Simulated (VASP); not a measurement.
# Li (P6_3/mmc) in VASP: a series of runs

Li is run at these levels: r2SCAN; tasks: single point.

Everything below comes from runs of VASP 6.6.1. Logs are shortened: lines on timing, memory, paths and dates and some standing lists are left out, and cuts for length are marked.

## 1. The cell of the first run

Symmetry: P6_3/mmc, No. 194, hexagonal system. The conventional cell has a = 2.969 Å, b = 2.969 Å, c = 4.842 Å, α = 90.00°, β = 90.00°, γ = 120.00°. Li (site symmetry -6m2) has 12 Li at 2.97 Å within 3.9 Å.

This isn't the form of Li at room conditions, which is bcc.

## 2. Single point, r2SCAN (18.48 Å³/atom)

The input, POSCAR:

```
Li
1.0
    2.9688435657      0.0000000000      0.0000000000
   -1.4844217828      2.5710939477      0.0000000000
    0.0000000000      0.0000000000      4.8422258888
Li
2
Direct
    0.3333333333      0.6666666667      0.2500000000
    0.6666666667      0.3333333333      0.7500000000
```

The input, INCAR.step1:

```
SYSTEM = Li
ALGO = Normal
EDIFF = 1E-4
ENCUT = 520
GGA = PE
ISMEAR = -1
LASPH = .TRUE.
LCHARG = .FALSE.
LREAL = .FALSE.
LWAVE = .TRUE.
NBANDS = 10
NELM = 80
PREC = Accurate
SIGMA = 0.1
```

The input, INCAR.step2:

```
SYSTEM = Li
ALGO = Normal
EDIFF = 1E-6
ENCUT = 520
ISIF = 2
ISMEAR = -1
ISTART = 1
LASPH = .TRUE.
LCHARG = .FALSE.
LMIXTAU = .TRUE.
LREAL = .FALSE.
LWAVE = .FALSE.
METAGGA = R2SCAN
NBANDS = 10
NELM = 80
PREC = Accurate
SIGMA = 0.1
```

The input, KPOINTS:

```
k-points
0
G
  13 13 7
  0 0 0
```

Potentials or basis: VASP PAW PBE potentials, release 64 (Li_sv).

Launch:

```bash
$ cat potpaw_PBE.64/Li_sv/POTCAR > POTCAR
$ cp INCAR.step1 INCAR
$ mpirun -np 1 vasp_std > vasp.out
$ cp INCAR.step2 INCAR
$ mpirun -np 1 vasp_std > vasp.out
```

OUTCAR:

```text
SYSTEM = Li
   EDIFF = 1E-6
   ENCUT = 520
   ISIF = 2
   ISMEAR = -1
   ISTART = 1
   LASPH = .TRUE.
   LREAL = .FALSE.
   METAGGA = R2SCAN
   NELM = 80
   PREC = Accurate

 ion  position               nearest neighbor table
   1  0.333  0.667  0.250-
   2  0.667  0.333  0.750-

  LATTYP: Found a hexagonal cell.
 ALAT       =     2.9688435657
 C/A-ratio  =     1.6310141581

  Lattice vectors:

 A1 = (   2.9688435657,   0.0000000000,   0.0000000000)
 A2 = (  -1.4844217828,   2.5710939477,   0.0000000000)
 A3 = (   0.0000000000,   0.0000000000,   4.8422258888)

Analysis of symmetry for initial positions (statically):
=====================================================================
 Subroutine PRICEL returns:
 Original cell was already a primitive cell.

 Routine SETGRP: Setting up the symmetry group for a
 hexagonal supercell.

 Subroutine GETGRP returns: Found 24 space group operations
 (whereof 12 operations were pure point group operations)
 out of a pool of 24 trial point group operations.

The static configuration has the point symmetry D_3d.
 The point group associated with its full space group is D_6h.

Analysis of symmetry for dynamics (positions and initial velocities):
=====================================================================
 Subroutine PRICEL returns:
 Original cell was already a primitive cell.

 Routine SETGRP: Setting up the symmetry group for a
 hexagonal supercell.

 Subroutine GETGRP returns: Found 24 space group operations
 (whereof 12 operations were pure point group operations)
 out of a pool of 24 trial point group operations.

The dynamic configuration has the point symmetry D_3d.
 The point group associated with its full space group is D_6h.

 Subroutine INISYM returns: Found 24 space group operations
 (whereof 12 operations are pure point group operations),
 and found     1 'primitive' translations

----------------------------------------------------------------------------------------

                                     Primitive cell

  volume of cell :      36.9616

  direct lattice vectors                    reciprocal lattice vectors
     2.968843566  0.000000000  0.000000000     0.336831489  0.194469751  0.000000000
    -1.484421783  2.571093948  0.000000000     0.000000000  0.388939502  0.000000000
     0.000000000  0.000000000  4.842225889     0.000000000  0.000000000  0.206516594

  length of vectors
     2.968843566  2.968843566  4.842225889     0.388939502  0.388939502  0.206516594
[... 81 lines left out ...]
   EDIFF  = 0.1E-05   stopping-criterion for ELM
   LREAL  =      F    real-space projection
   EDIFFG = 0.1E-04   stopping-criterion for IOM
   NSW    =      0    number of steps for IOM
   IBRION =     -1    ionic relax: 0-MD 1-quasi-New 2-CG
   NFREE  =      0    steps in history (QN), initial steepest desc. (CG)
   ISIF   =      2    stress and relaxation
   ISYM   =      2    0-nonsym 1-usesym 2-fastsym
   POTIM  = 0.5000    time-step for ionic-motion
   TEBEG  =    0.0;   TEEND  =   0.0 temperature during run
   PSTRESS=    0.0 pullay stress
   NELECT =       6.0000    total number of electrons
   NUPDOWN=      -1.0000    fix difference up-down
   EMIN   =  10.00;   EMAX   =-10.00  energy-range for DOS
   EFERMI =   0.00;   METHOD = LEGACY
   ISMEAR =    -1;   SIGMA  =   0.10  broadening in eV -4-tet -1-fermi 0-gaus
   EFERMI_NEDOS =   21; number of points for ismear=-14 and -15
   IALGO  =     38    algorithm
   IMIX   =      4    mixing-type and parameters
     AMIX     =   0.40;   BMIX     =  1.00
     AMIX_MAG =   1.60;   BMIX_MAG =  1.00
  volume/ion in A,a.u.               =      18.48       124.71
  Fermi-wavevector in a.u.,A,eV,Ry     =   0.893049  1.687617 10.851136  0.797536
  Thomas-Fermi vector in A             =   2.015076
   LORBIT       =      0    0 simple, 1 ext, 2 COOP (PROOUT), +10 PAW based schemes
   METAGGA = R2SCAN    functional components
   LHFCALC =     F    Hartree Fock is set to
   AEXX    =    0.0000 exact exchange contribution
   IVDW    =     0    specifies the selected vdW correction
   LEPSILON=     F    determine dielectric tensor
   LRPA    =     F    only Hartree local field effects (RPA)
 non-spin polarized calculation
  energy-cutoff  :      520.00
  volume of cell :       36.96
 maximum number of plane-waves:      1017
 NGX is ok and might be reduce to    24
   NGX = 11   NGY = 11   NGZ = 19

 number of electron       6.0000005 magnetization

 Free energy of the ion-electron system (eV)
  ---------------------------------------------------
  ext. energy  EPLUGINS =         0.00000000
  ---------------------------------------------------
  free energy    TOTEN  =        -4.75131510 eV

  energy without entropy =       -4.71965945  energy(sigma->0) =       -4.73548727

 E-fermi :   0.8984     XC(G=0):  -7.6935

 val. band max:        0.8855841725   @ k =   0.2308   0.0769   0.2857
 cond. band min:       0.9059034188   @ k =   0.3846   0.1538   0.0000
 fundamental gap:      0.0203192462
 Fermi energy:         0.8984071586

 k-point     1 :       0.0000    0.0000    0.0000
  band No.  band energies     occupation
      1     -47.0269      2.00000
      2     -46.9991      2.00000
      3      -3.0875      2.00000
      4       0.8578      1.20035
      5       4.4059      0.00000
      6      15.5933      0.00000
      7      15.5940      0.00000
      8      17.1035      0.00000
      9      17.1041      0.00000
     10      18.1245      0.00000
[... 287 lines left out ...]
 k-point    24 :       0.1538    0.0000    0.1429
  band No.  band energies     occupation
      1     -47.0203      2.00000
      2     -46.9980      2.00000
      3      -2.5621      2.00000
      4       0.8595      1.19190
      5       5.3423      0.00000
      6      12.0894      0.00000
      7      13.6088      0.00000
      8      16.0181      0.00000
      9      16.4357      0.00000
     10      17.4177      0.00000

 [... further k-points ...]
[... 5 lines left out ...]
  --------------------------------------------------------------------------------------
  -------------------------------------------------------------------------------------
  Total        0.2867270      0.2867270      0.4815544      0.0000000      0.0000000      0.0000000
  in kB       12.4287897     12.4287897     20.8739961      0.0000000      0.0000000      0.0000000
  external PRESSURE =      15.2438585 kB  Pullay stress =       0.0000000 kB

 VOLUME and BASIS-vectors are now :
 -----------------------------------------------------------------------------
  energy-cutoff  :      520.00
  volume of cell :       36.96
      direct lattice vectors                 reciprocal lattice vectors
     2.968843566  0.000000000  0.000000000     0.336831489  0.194469751  0.000000000
    -1.484421783  2.571093948  0.000000000     0.000000000  0.388939502  0.000000000
     0.000000000  0.000000000  4.842225889     0.000000000  0.000000000  0.206516594

 POSITION                                       TOTAL-FORCE (eV/Angst)
 -----------------------------------------------------------------------------------
     -0.00000      1.71406      1.21056         0.000000      0.000000      0.000000
      1.48442      0.85703      3.63167        -0.000000     -0.000000     -0.000000
 -----------------------------------------------------------------------------------
    total drift:                               -0.000000      0.000000      0.000000

  FREE ENERGIE OF THE ION-ELECTRON SYSTEM (eV)
  ---------------------------------------------------
  free  energy   TOTEN  =        -4.7513150973 eV

  energy  without entropy=       -4.7196594465  energy(sigma->0) =       -4.73548727
```

OSZICAR.step1:

```text
N       E                     dE             d eps       ncg     rms          rms(c)
DAV:   1     0.193688757313E+02    0.19369E+02   -0.32640E+03  1680   0.575E+02
DAV:   2    -0.137243437152E+01   -0.20741E+02   -0.20012E+02  2208   0.116E+02
DAV:   3    -0.373964924482E+01   -0.23672E+01   -0.23472E+01  2668   0.316E+01
DAV:   4    -0.381216283043E+01   -0.72514E-01   -0.72414E-01  2248   0.462E+00
DAV:   5    -0.381256684637E+01   -0.40402E-03   -0.40399E-03  2262   0.430E-01    0.267E-01
DAV:   6    -0.381056222781E+01    0.20046E-02   -0.77761E-04  2816   0.116E-01    0.160E-01
DAV:   7    -0.380987682174E+01    0.68541E-03   -0.16325E-03  2670   0.177E-01    0.430E-02
DAV:   8    -0.380987085688E+01    0.59649E-05   -0.30795E-05  1486   0.505E-02
   1 F= -.38098709E+01 E0= -.37930359E+01  d E =-.336700E-01
```

Wall time 4.2 min (1 thread of Intel Xeon 8259CL, shared host); peak memory 0.13 GiB.

What came out:

```
Free energy            : -4.7513 eV
Band gap on the k mesh : zero (bands 3 and 4 overlap by 4.21 eV)
```

Caveat: the cutoff is under 1.25 times the usual one of these potentials, so pressure, stress and relaxed cells hold a basis-set (Pulay) error; the PAW data sets were made with another functional, which shifts forces and pressure a little.

## 3. Single point, r2SCAN (19.32 Å³/atom)

This run uses another cell than the first one, of 19.32 Å³/atom.

The input, POSCAR:

```
Li
1.0
    3.0131611974      0.0000000000      0.0000000000
   -1.5065805987      2.6094741427      0.0000000000
    0.0000000000      0.0000000000      4.9145085736
Li
2
Direct
    0.3333333333      0.6666666667      0.2500000000
    0.6666666667      0.3333333333      0.7500000000
```

The input, INCAR.step1:

```
SYSTEM = Li
  PREC = Accurate
  ENCUT = 520
  ISMEAR = -1
  SIGMA = 0.1
  LREAL = .FALSE.
  LASPH = .TRUE.
  NELM = 100
  NBANDS = 10
  GGA = PE
  ALGO = Normal
  EDIFF = 1E-4
  LWAVE = .TRUE.
  LCHARG = .FALSE.
```

The input, INCAR.step2:

```
SYSTEM = Li
  PREC = Accurate
  ENCUT = 520
  EDIFF = 1E-7
  ISMEAR = -1
  SIGMA = 0.1
  LREAL = .FALSE.
  LASPH = .TRUE.
  NELM = 100
  ALGO = Normal
  ISIF = 2
  LWAVE = .FALSE.
  LCHARG = .FALSE.
  METAGGA = R2SCAN
  LMIXTAU = .TRUE.
  NBANDS = 10
  ISTART = 1
```

The input, KPOINTS:

```
Automatic mesh
0
G
  13 13 7
  0 0 0
```

Potentials or basis: VASP PAW PBE potentials, release 64 (Li_sv).

Launch:

```bash
$ cat potpaw_PBE.64/Li_sv/POTCAR > POTCAR
$ cp INCAR.step1 INCAR
$ mpirun -np 1 vasp_std > vasp.out
$ cp INCAR.step2 INCAR
$ mpirun -np 1 vasp_std > vasp.out
```

Wall time 6 min (1 thread of Intel Xeon 8259CL, shared host); peak memory 0.14 GiB.

Results (log left out):

* Free energy: -4.7655 eV
* Band gap on the k mesh: zero (bands 3 and 4 overlap by 4.14 eV)

Levels at points of the mesh, in eV from the Fermi level:
| k point | band 1 | band 2 | band 3 | band 4 | band 5 | band 6 | band 7 |
| --- | --- | --- | --- | --- | --- | --- | --- |
| (0.00, 0.00, 0.00) | -47.97 | -47.95 | -3.93 | -0.01 | 3.33 | 14.25 | 14.25 |

Caveat: the cutoff is under 1.25 times the usual one of these potentials, so pressure, stress and relaxed cells hold a basis-set (Pulay) error; the PAW data sets were made with another functional, which shifts forces and pressure a little.

## 4. Single point, r2SCAN (20.16 Å³/atom)

This run uses another cell than the first one, of 20.16 Å³/atom.

The input, POSCAR:

```
Li
1.0
    3.0562121738      0.0000000000      0.0000000000
   -1.5281060869      2.6467573819      0.0000000000
    0.0000000000      0.0000000000      4.9847253256
Li
2
Direct
    0.3333333333      0.6666666667      0.2500000000
    0.6666666667      0.3333333333      0.7500000000
```

The input, INCAR.step1:

```
PREC = Accurate
ENCUT = 520
ISMEAR = -1
SIGMA = 0.1
LREAL = F
LASPH = T
NELM = 60
NBANDS = 10
GGA = PE
ALGO = Normal
EDIFF = 1E-4
LWAVE = T
LCHARG = F
```

The input, INCAR.step2:

```
PREC = Accurate
ENCUT = 520
EDIFF = 1E-7
ISMEAR = -1
SIGMA = 0.1
LREAL = F
LASPH = T
NELM = 60
ALGO = Normal
ISIF = 2
LWAVE = F
LCHARG = F
METAGGA = R2SCAN
LMIXTAU = T
NBANDS = 10
ISTART = 1
```

The input, KPOINTS:

```
regular mesh
0
Gamma
  13 13 7
```

Launch:

```bash
$ cat potpaw_PBE.64/Li_sv/POTCAR > POTCAR
$ cp INCAR.step1 INCAR
$ mpirun -np 1 vasp_std > vasp.out
$ cp INCAR.step2 INCAR
$ mpirun -np 1 vasp_std > vasp.out
```

It took 6.8 min on 1 thread of Intel Xeon 8259CL, shared host; peak memory 0.14 GiB.

It converged, with:

```
Free energy            : -4.7758 eV
Band gap on the k mesh : zero (bands 3 and 4 overlap by 4.07 eV)
```

Levels at points of the mesh, in eV from the Fermi level:
```csv
k point,band 1,band 2,band 3,band 4,band 5,band 6,band 7
"(0.00, 0.00, 0.00)",-48.03,-48.01,-3.88,0.01,3.17,13.84,13.84
```

Caveat: the cutoff is under 1.25 times the usual one of these potentials, so pressure, stress and relaxed cells hold a basis-set (Pulay) error; the PAW data sets were made with another functional, which shifts forces and pressure a little.

## 5. Single point, r2SCAN (21.00 Å³/atom)

This run uses another cell than the first one, of 21.00 Å³/atom.

The input, POSCAR:

```
Li
1.0
    3.0980832971      0.0000000000      0.0000000000
   -1.5490416485      2.6830188383      0.0000000000
    0.0000000000      0.0000000000      5.0530177204
Li
2
Direct
    0.3333333333      0.6666666667      0.2500000000
    0.6666666667      0.3333333333      0.7500000000
```

The input, INCAR.step1:

```
  ALGO = Normal
  EDIFF = 1E-4
  ENCUT = 520
  GGA = PE
  ISMEAR = -1
  LASPH = T
  LCHARG = F
  LREAL = F
  LWAVE = T
  NBANDS = 10
  NELM = 60
  PREC = Accurate
  SIGMA = 0.1
```

The input, INCAR.step2:

```
  ALGO = Normal
  EDIFF = 1E-7
  ENCUT = 520
  ISIF = 2
  ISMEAR = -1
  ISTART = 1
  LASPH = T
  LCHARG = F
  LMIXTAU = T
  LREAL = F
  LWAVE = F
  METAGGA = R2SCAN
  NBANDS = 10
  NELM = 60
  PREC = Accurate
  SIGMA = 0.1
```

The input, KPOINTS:

```
k-points
0
Gamma
  13 13 7
```

Launch:

```bash
$ cat potpaw_PBE.64/Li_sv/POTCAR > POTCAR
$ cp INCAR.step1 INCAR
$ mpirun -np 1 vasp_std > vasp.out
$ cp INCAR.step2 INCAR
$ mpirun -np 1 vasp_std > vasp.out
```

Wall time 11 min (1 thread of Intel Xeon 8259CL, shared host); peak memory 0.14 GiB.

Results (log left out):

| Item | Value |
| --- | --- |
| Free energy | -4.7814 eV |
| Band gap on the k mesh | zero (bands 3 and 4 overlap by 3.99 eV) |

Levels at points of the mesh, in eV from the Fermi level:
| k point | band 1 | band 2 | band 3 | band 4 | band 5 | band 6 |
| --- | --- | --- | --- | --- | --- | --- |
| (0.00, 0.00, 0.00) | -48.14 | -48.13 | -3.81 | 0.02 | 3.06 | 13.47 |

Caveat: the cutoff is under 1.25 times the usual one of these potentials, so pressure, stress and relaxed cells hold a basis-set (Pulay) error; the PAW data sets were made with another functional, which shifts forces and pressure a little.

## 6. Overview

```csv
cell,gap on the mesh (eV)
"a = 2.969, b = 2.969, c = 4.842 Å, angles 90.0, 90.0, 120.0°, 2 atoms",none
"a = 3.013, b = 3.013, c = 4.915 Å, angles 90.0, 90.0, 120.0°, 2 atoms",none
"a = 3.056, b = 3.056, c = 4.985 Å, angles 90.0, 90.0, 120.0°, 2 atoms",none
"a = 3.098, b = 3.098, c = 5.053 Å, angles 90.0, 90.0, 120.0°, 2 atoms",none
```

Alike in all rows: task single point; level r2SCAN; potentials or basis VASP PAW PBE potentials, release 64 (Li_sv); no spin polarisation; k mesh 13 × 13 × 7; cutoff (eV) 520; smearing fermi-dirac 0.1 eV.

Caveats: the cutoff is under 1.25 times the usual one of these potentials, so pressure, stress and relaxed cells hold a basis-set (Pulay) error; the PAW data sets were made with another functional, which shifts forces and pressure a little.

Total energies depend on the potentials used, so only differences within one code and one set of settings carry meaning.

The gap in the log of VASP goes by the Fermi energy; the results here count the filled bands.